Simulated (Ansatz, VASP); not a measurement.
## Two plane-wave programs on CuI

File POSCAR:

```
CuI
1.0
    0.0000000000      2.8620890000      2.8620890000
    2.8620890000      0.0000000000      2.8620890000
    2.8620890000      2.8620890000      0.0000000000
Cu I
1 1
Direct
    0.0000000000      0.0000000000      0.0000000000
    0.5000000000      0.5000000000      0.5000000000
```

Contents of INCAR.step1:

```
SYSTEM = CuI
  ALGO = Normal
  EDIFF = 1E-4
  ENCUT = 520
  GGA = PE
  ISMEAR = 0
  LASPH = .TRUE.
  LCHARG = .FALSE.
  LREAL = .FALSE.
  LWAVE = .TRUE.
  NBANDS = 16
  NELM = 80
  PREC = Accurate
  SIGMA = 0.1
```

Contents of INCAR.step2:

```
SYSTEM = CuI
  ALGO = Normal
  EDIFF = 1E-6
  ENCUT = 520
  ISIF = 2
  ISMEAR = 0
  ISTART = 1
  LASPH = .TRUE.
  LCHARG = .FALSE.
  LMIXTAU = .TRUE.
  LREAL = .FALSE.
  LWAVE = .FALSE.
  METAGGA = R2SCAN
  NBANDS = 16
  NELM = 80
  PREC = Accurate
  SIGMA = 0.1
```

Contents of KPOINTS:

```
k-points
0
G
  4 4 4
  0 0 0
```

Input for Ansatz:

```yaml
crystal:
  lattice:
    - [0.0, 2.862089, 2.862089]
    - [2.862089, 0.0, 2.862089]
    - [2.862089, 2.862089, 0.0]
  atoms:
    - { symbol: Cu, position: [0.0, 0.0, 0.0] }
    - { symbol: I, position: [0.5, 0.5, 0.5] }
basis:
  ecutwfc: 500
kpoints:
  mp_grid: { grid: [4, 4, 4] }
hamiltonian:
  xc: r2scan
scf:
  occupations: { method: gaussian, width: 0.1 }
output:
  forces: true
  stress: true
  eigenvalues: true
```

Alike in both runs: task single point; functional r2SCAN; k mesh 4 × 4 × 4; occupations gaussian, width 0.1 eV; no spin polarisation.

|  | VASP | Ansatz |
| --- | --- | --- |
| version | VASP 6.6.1 | Ansatz 0.2.0 |
| potentials or method | VASP PAW PBE potentials, release 64 (Cu, I), cutoff 520 eV | scalar-relativistic, plane waves, PAW |
| valence electrons in the cell | 18 | 36 |

|  | VASP | Ansatz | Ansatz less VASP |
| --- | --- | --- | --- |
| gap on the k mesh at the Fermi level (eV) | none | none | - |
| pressure (GPa) | -0.3 | -0.2 | +0.04 |

VASP's potentials were made for PBE, not for r2SCAN. A gap of «none» marks a metal or a gap that the smearing closes. The functional is the same, so the differences come from potentials, cutoffs and numerics. VASP's potentials hold 18 valence electrons a cell and Ansatz's 36, so a difference there can come from the potentials and not from the codes.

The k mesh is coarse, so the values compare programs but aren't converged. Spin-orbit coupling is off throughout.
